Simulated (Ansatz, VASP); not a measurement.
# Be in VASP and in Ansatz

Contents of INCAR:

```
  PREC = Accurate
  ENCUT = 520
  EDIFF = 1E-6
  ISMEAR = -1
  SIGMA = 0.1
  LREAL = False
  LASPH = True
  NELM = 60
  ALGO = Normal
  ISIF = 2
  LWAVE = False
  LCHARG = False
  GGA = RE
  NBANDS = 7
```

KPOINTS

```
regular mesh
0
Gamma
  19 19 19
```

Contents of POSCAR:

```
Be
1.0
    0.0000000000      1.5250316964      1.5250316964
    1.5250316964      0.0000000000      1.5250316964
    1.5250316964      1.5250316964      0.0000000000
Be
1
Direct
    0.0000000000      0.0000000000      0.0000000000
```

Input for Ansatz:

```yaml
crystal:
  lattice:
    - [0.0, 1.5250316964, 1.5250316964]
    - [1.5250316964, 0.0, 1.5250316964]
    - [1.5250316964, 1.5250316964, 0.0]
  atoms:
    - { symbol: Be, position: [0.0, 0.0, 0.0] }
hamiltonian:
  xc: revpbe
  pseudopotentials:
    kind: paw
    azcp:
      Be: "pseudopotentials/Be.paw.azcp"
basis:
  ecutwfc: 420
  fft_grid_basis: typed
kpoints:
  mp_grid: { grid: [19, 19, 19], shift: [0, 0, 0] }
magnetization:
  spin_polarized: false
scf:
  occupations: { method: fermi_dirac, width: 0.1 }
  lower_state_search: "off"
output:
  stress: true
```

Alike in both runs: task single point; functional revPBE; k mesh 19 × 19 × 19; occupations fermi-dirac, width 0.1 eV; no spin polarisation.

|  | VASP | Ansatz |
| --- | --- | --- |
| version | VASP 6.6.1 | Ansatz 0.2.0 |
| potentials or method | VASP PAW PBE potentials, release 64 (Be), cutoff 520 eV | plane waves (420 eV) with PAW, scalar-relativistic |
| valence electrons in the cell | 2 | 2 |

```csv
,VASP,Ansatz,Ansatz less VASP
pressure (GPa),18.3,18.3,-0.07
```

VASP's potentials were made for PBE, not for revPBE.
